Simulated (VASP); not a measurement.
# F (C2/m) in VASP: further runs, part 2 of 2

VASP 6.6.1. Earlier steps stand in the parts before.

### Step 4. Single point, PBEsol

This run uses another cell than the first one, of 21.37 Å³/atom, 1.026 times its volume.

INCAR

```
PREC = Accurate
ENCUT = 520
EDIFF = 1E-6
ISMEAR = 0
SIGMA = 0.05
LREAL = F
LASPH = T
NELM = 60
ALGO = Normal
ISIF = 2
LWAVE = F
LCHARG = F
GGA = PS
NBANDS = 22
```

KPOINTS

```
Automatic mesh
0
Gamma
  4 4 2
```

POSCAR

```
F
1.0
    3.2121621389     -1.8461396707     -0.2477496550
    3.2121621389      1.8461396707     -0.2477496550
   -2.4153005499      0.0000000000      7.3932836948
F
4
Direct
    0.0848459664      0.0848459664      0.1139841296
    0.9151540336      0.9151540336      0.8860158704
    0.5015719855      0.5015719855      0.5937195244
    0.4984280145      0.4984280145      0.4062804756
```

Potentials or basis: VASP PAW PBE potentials, release 64 (F).

Run with:

```sh
> cat potpaw_PBE.64/F/POTCAR > POTCAR
> mpirun -np 1 vasp_std > vasp.out
```

OUTCAR:

```text
PREC = Accurate
   ENCUT = 520
   EDIFF = 1E-6
   ISMEAR = 0
   LREAL = F
   LASPH = T
   NELM = 60
   ISIF = 2
   GGA = PS

 ion  position               nearest neighbor table
   1  0.085  0.085  0.114-   2 1.69
   2  0.915  0.915  0.886-   1 1.69
   3  0.502  0.502  0.594-   4 1.45
   4  0.498  0.498  0.406-   3 1.45

  LATTYP: Found a base centered monoclinic cell.
 ALAT       =     6.4434045343
[... 535 lines left out ...]

  FORCE on cell =-STRESS in cart. coord.  units (eV):
  Direction    XX          YY          ZZ          XY          YZ          ZX
  --------------------------------------------------------------------------------------
  -------------------------------------------------------------------------------------
  Total       -1.3668033     -0.2893875     -8.6072254      0.0000000      0.0000000     -1.6975424
  in kB      -25.6194845     -5.4243045   -161.3346066      0.0000000      0.0000000    -31.8188867
  external PRESSURE =     -64.1261319 kB  Pullay stress =       0.0000000 kB

 VOLUME and BASIS-vectors are now :
 -----------------------------------------------------------------------------
  energy-cutoff  :      520.00
  volume of cell :       85.48
      direct lattice vectors                 reciprocal lattice vectors
     3.212162139 -1.846139671 -0.247749655     0.159681904 -0.270835413  0.052166237
     3.212162139  1.846139671 -0.247749655     0.159681904  0.270835413  0.052166237
    -2.415300550  0.000000000  7.393283695     0.010701912  0.000000000  0.138754088

 POSITION                                       TOTAL-FORCE (eV/Angst)
 -----------------------------------------------------------------------------------
      0.26977      0.00000      0.80068        -1.249154      0.000000     -3.907196
      3.73925      0.00000      6.09711         1.249154      0.000000      3.907196
      1.78825      0.00000      4.14101         0.471984      0.000000     -1.229421
      2.22077      0.00000      2.75678        -0.471984      0.000000      1.229421
 -----------------------------------------------------------------------------------
    total drift:                                0.000000     -0.000000     -0.000000

  FREE ENERGIE OF THE ION-ELECTRON SYSTEM (eV)
  ---------------------------------------------------
  free  energy   TOTEN  =        -6.9794264847 eV

  energy  without entropy=       -6.9794264847  energy(sigma->0) =       -6.97942648
```

OSZICAR:

```text
N       E                     dE             d eps       ncg     rms          rms(c)
DAV:   1     0.180351696678E+03    0.18035E+03   -0.15146E+04   624   0.115E+03
DAV:   2     0.148272210657E+01   -0.17887E+03   -0.17300E+03   846   0.277E+02
DAV:   3    -0.854324612350E+01   -0.10026E+02   -0.99661E+01   700   0.644E+01
DAV:   4    -0.861327477719E+01   -0.70029E-01   -0.70025E-01   670   0.620E+00
DAV:   5    -0.861372416233E+01   -0.44939E-03   -0.44938E-03   712   0.483E-01    0.110E+01
DAV:   6    -0.740199311357E+01    0.12117E+01   -0.39545E-01   646   0.581E+00    0.619E+00
DAV:   7    -0.698420520797E+01    0.41779E+00   -0.52069E-01   664   0.635E+00    0.576E-01
DAV:   8    -0.697999854445E+01    0.42067E-02   -0.61403E-02   688   0.176E+00    0.188E-01
DAV:   9    -0.697982067644E+01    0.17787E-03   -0.48488E-03   664   0.514E-01    0.948E-02
DAV:  10    -0.697951080118E+01    0.30988E-03   -0.88002E-04   716   0.189E-01    0.364E-02
DAV:  11    -0.697941896946E+01    0.91832E-04   -0.34558E-04   664   0.130E-01    0.191E-02
DAV:  12    -0.697942235651E+01   -0.33870E-05   -0.86609E-05   646   0.646E-02    0.759E-03
DAV:  13    -0.697942656738E+01   -0.42109E-05   -0.49982E-06   646   0.188E-02    0.313E-03
DAV:  14    -0.697942648465E+01    0.82725E-07   -0.68160E-07   470   0.585E-03
   1 F= -.69794265E+01 E0= -.69794265E+01  d E =-.363617E-21
```

stdout:

```text
POSCAR found type information on POSCAR F
 POSCAR found :  1 types and       4 ions
 scaLAPACK will be used
 -----------------------------------------------------------------------------
|                                                                             |
|                                                                             |
|     You enforced a specific xc type in the INCAR file but a different       |
|     I HOPE YOU KNOW WHAT YOU ARE DOING!                                     |
|                                                                             |
 -----------------------------------------------------------------------------

 LDA part: xc-table for (Slater+PW92), standard interpolation
 POSCAR, INCAR and KPOINTS ok, starting setup
 FFT: planning ... GRIDC
 FFT: planning ... GRID_SOFT
 FFT: planning ... GRID
 WAVECAR not read
 entering main loop
```

Run time: 11 s. Hardware: 1 thread of Intel Xeon 6975P-C (Granite Rapids), shared host; peak memory 0.19 GiB.

What came out:

```yaml
Free_energy: -6.9794 eV
Pressure: -6.4 GPa
Largest_force: 4.102 eV/Å
Band_gap_on_the_k_mesh: 0.96 eV, indirect (least direct gap 1.00 eV)
```

Forces in eV/Å, atoms in the order of the input:
```
F   -1.249  0.000 -3.907
F    1.249  0.000  3.907
F    0.472  0.000 -1.229
F   -0.472  0.000  1.229
```

Caveat: the k points lie up to 0.50 Å⁻¹ apart; the PAW data sets were made with another functional, which shifts forces and pressure a little.

### Step 5. Single point, PBEsol

This run uses another cell than the first one, of 21.37 Å³/atom, 1.026 times its volume.

INCAR

```
SYSTEM = F
PREC = Accurate
ENCUT = 520
EDIFF = 1E-6
ISMEAR = 0
SIGMA = 0.05
LREAL = .False.
LASPH = .True.
NELM = 80
ALGO = Normal
ISIF = 2
LWAVE = .False.
LCHARG = .False.
GGA = PS
NBANDS = 22
```

KPOINTS

```
regular mesh
0
Gamma
  4 4 2
  0 0 0
```

Changes to POSCAR since step 4:

```diff
@@ -8,4 +8,4 @@
 Direct
-    0.0848459664      0.0848459664      0.1139841296
-    0.9151540336      0.9151540336      0.8860158704
+    0.0848459664      0.0848459664      0.0820156542
+    0.9151540336      0.9151540336      0.9179843458
     0.5015719855      0.5015719855      0.5937195244
```

Run with:

```sh
> cat potpaw_PBE.64/F/POTCAR > POTCAR
> mpirun -np 1 vasp_std > vasp.out
```

Wall time 11 s (1 thread of Intel Xeon 6975P-C (Granite Rapids), shared host); peak memory 0.18 GiB.

Results (log left out):

```yaml
Free_energy: -7.5996 eV
Pressure: 1.8 GPa
Largest_force: 4.191 eV/Å
Band_gap_on_the_k_mesh: 2.38 eV, indirect (least direct gap 2.41 eV)
```

Forces on the atoms (eV/Å):
```
F    2.170  0.000  3.585
F   -2.170  0.000 -3.585
F    0.372  0.000 -1.236
F   -0.372  0.000  1.236
```

Stress tensor (GPa, compression positive):
```
 2.05  0.00  5.65
 0.00 -0.52  0.00
 5.65  0.00  3.85
```

Levels at points of the mesh, in eV from the valence-band top:
```csv
k point,band 11,band 12,band 13,band 14,band 15,band 16,band 17,band 18
"(0.00, 0.00, 0.00)",-0.59,-0.51,-0.13,-0.03,2.38,4.67,8.19,10.68
"(0.50, 0.00, 0.00)",-0.65,-0.59,-0.17,-0.09,2.48,4.69,11.88,11.91
"(0.50, 0.50, 0.00)",-0.61,-0.53,-0.08,0.00,2.46,4.67,12.27,12.35
"(0.00, 0.00, 0.50)",-0.59,-0.51,-0.13,-0.03,2.42,4.58,8.97,9.07
"(0.50, 0.00, 0.50)",-0.68,-0.58,-0.16,-0.06,2.46,4.71,11.70,12.52
"(0.50, 0.50, 0.50)",-0.64,-0.51,-0.10,-0.02,2.48,4.68,11.82,11.87
```

Caveat: the k points lie up to 0.50 Å⁻¹ apart; the PAW data sets were made with another functional, which shifts forces and pressure a little.

### Step 6. Single point, PBEsol

This run uses another cell than the first one, of 21.37 Å³/atom, 1.026 times its volume.

INCAR

```
PREC = Accurate
ENCUT = 520
EDIFF = 1E-6
ISMEAR = 0
SIGMA = 0.05
LREAL = F
LASPH = T
NELM = 60
ALGO = Normal
ISIF = 2
LWAVE = F
LCHARG = T
GGA = PS
LELF = T
LVHAR = T
NBANDS = 22
```

KPOINTS

```
regular mesh
0
Gamma
  4 4 2
```

Changes to POSCAR since step 5:

```diff
@@ -8,4 +8,4 @@
 Direct
-    0.0848459664      0.0848459664      0.0820156542
-    0.9151540336      0.9151540336      0.9179843458
+    0.0848459664      0.0848459664      0.0979998919
+    0.9151540336      0.9151540336      0.9020001081
     0.5015719855      0.5015719855      0.5937195244
```

Potentials or basis: VASP PAW PBE potentials, release 64 (F).

Run with:

```sh
> cat potpaw_PBE.64/F/POTCAR > POTCAR
> mpirun -np 1 vasp_std > vasp.out
```

OUTCAR:

```text
PREC = Accurate
   ENCUT = 520
   EDIFF = 1E-6
   ISMEAR = 0
   LREAL = F
   LASPH = T
   NELM = 60
   ISIF = 2
   GGA = PS

 ion  position               nearest neighbor table
   1  0.085  0.085  0.098-   2 1.50
   2  0.915  0.915  0.902-   1 1.50
   3  0.502  0.502  0.594-   4 1.45
   4  0.498  0.498  0.406-   3 1.45

  LATTYP: Found a base centered monoclinic cell.
 ALAT       =     6.4434045343
[... 535 lines left out ...]

  FORCE on cell =-STRESS in cart. coord.  units (eV):
  Direction    XX          YY          ZZ          XY          YZ          ZX
  --------------------------------------------------------------------------------------
  -------------------------------------------------------------------------------------
  Total       -1.0907185     -0.2790782     -5.0018556      0.0000000      0.0000000     -0.8453376
  in kB      -20.4445250     -5.2310675    -93.7552316      0.0000000      0.0000000    -15.8450832
  external PRESSURE =     -39.8102747 kB  Pullay stress =       0.0000000 kB

 VOLUME and BASIS-vectors are now :
 -----------------------------------------------------------------------------
  energy-cutoff  :      520.00
  volume of cell :       85.48
      direct lattice vectors                 reciprocal lattice vectors
     3.212162139 -1.846139671 -0.247749655     0.159681904 -0.270835413  0.052166237
     3.212162139  1.846139671 -0.247749655     0.159681904  0.270835413  0.052166237
    -2.415300550  0.000000000  7.393283695     0.010701912  0.000000000  0.138754088

 POSITION                                       TOTAL-FORCE (eV/Angst)
 -----------------------------------------------------------------------------------
      0.30838      0.00000      0.68250        -0.957204      0.000000     -2.138406
      3.70064      0.00000      6.21528         0.957204      0.000000      2.138406
      1.78825      0.00000      4.14101         0.400599      0.000000     -1.215501
      2.22077      0.00000      2.75678        -0.400599      0.000000      1.215501
 -----------------------------------------------------------------------------------
    total drift:                                0.000000      0.000000     -0.000000

  FREE ENERGIE OF THE ION-ELECTRON SYSTEM (eV)
  ---------------------------------------------------
  free  energy   TOTEN  =        -7.6593265217 eV

  energy  without entropy=       -7.6593265217  energy(sigma->0) =       -7.65932652
```

Wall time 11 s (1 thread of Intel Xeon 6975P-C (Granite Rapids), shared host); peak memory 0.19 GiB.

What came out:

* Free energy: -7.6593 eV
* Pressure: -4.0 GPa
* Largest force: 2.343 eV/Å
* Band gap on the k mesh: 2.23 eV, indirect (least direct gap 2.31 eV)

Forces on the atoms (eV/Å):
```
F   -0.957  0.000 -2.138
F    0.957  0.000  2.138
F    0.401  0.000 -1.216
F   -0.401  0.000  1.216
```

Caveat: the k points lie up to 0.50 Å⁻¹ apart; the PAW data sets were made with another functional, which shifts forces and pressure a little. A k mesh can miss the band edges.
